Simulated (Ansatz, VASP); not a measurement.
# Two plane-wave programs on SnO

The input INCAR:

```
SYSTEM = SnO
PREC = Accurate
ENCUT = 600
EDIFF = 1E-6
ISMEAR = -1
SIGMA = 0.05
LREAL = .FALSE.
LASPH = .TRUE.
NELM = 60
ALGO = Normal
ISIF = 3
LWAVE = .FALSE.
LCHARG = .FALSE.
IBRION = 2
NSW = 60
EDIFFG = -0.01
```

KPOINTS

```
regular mesh
0
G
  7 7 6
  0 0 0
```

POSCAR

```
SnO
1.0
    3.8136952200      0.0000000000      0.0000000000
    0.0000000000      3.8136952200      0.0000000000
    0.0000000000      0.0000000000      4.8869133000
Sn O
2 2
Direct
    0.5000000000      0.0000000000      0.7646261400
    0.0000000000      0.5000000000      0.2353738600
    0.0000000000      0.0000000000      0.0000000000
    0.5000000000      0.5000000000      0.0000000000
```

input.yaml

```yaml
crystal:
  lattice:
    - [3.81369522, 0.0, 0.0]
    - [0.0, 3.81369522, 0.0]
    - [0.0, 0.0, 4.8869133]
  atoms:
    - { symbol: Sn, position: [0.5, 0.0, 0.76462614] }
    - { symbol: Sn, position: [0.0, 0.5, 0.23537386] }
    - { symbol: O, position: [0.0, 0.0, 0.0] }
    - { symbol: O, position: [0.5, 0.5, 0.0] }
hamiltonian:
  xc: lda
  pseudopotentials: { kind: paw }
kpoints:
  mp_grid: { grid: [7, 7, 6] }
scf:
  occupations: { method: fermi_dirac, width: 0.05 }
output:
  forces: true
  stress: true
  write_density: true
  write_potential: true
  elf: true
  volumetric_format: npy
relax:
  f_tol: 0.01
  max_steps: 40
  cell: { stress_tol: 0.05 }
```

Alike in both runs: task relaxation of cell and atoms; functional LDA; k mesh 7 × 7 × 6; occupations fermi-dirac, width 0.05 eV; no spin polarisation.

|  | VASP | Ansatz |
| --- | --- | --- |
| version | VASP 6.6.1 | Ansatz 0.2.0 |
| potentials or method | VASP PAW LDA potentials, release 64 (Sn_d, O) | Ansatz PAW |
| plane-wave cutoff (eV) | 600 | 420 |
| valence electrons in the cell | 40 | 40 |

|  | VASP | Ansatz | Ansatz less VASP |
| --- | --- | --- | --- |
| relaxed volume (Å³/atom) | 16.38 | 16.53 | +0.149 |
| relaxed cell length with the largest relative difference (Å) | 4.623 | 4.659 | +0.0368 |

LDA's correlation is that of Perdew and Zunger in VASP and of Perdew and Wang (1992) in Ansatz.

Noted on Ansatz's run: odd divisions of the mesh miss points on the zone boundary, where band edges often lie, so the gap on the mesh can be too wide; the plane-wave basis is chosen anew once the cell has moved, so the energies of steps on either side of that aren't comparable.
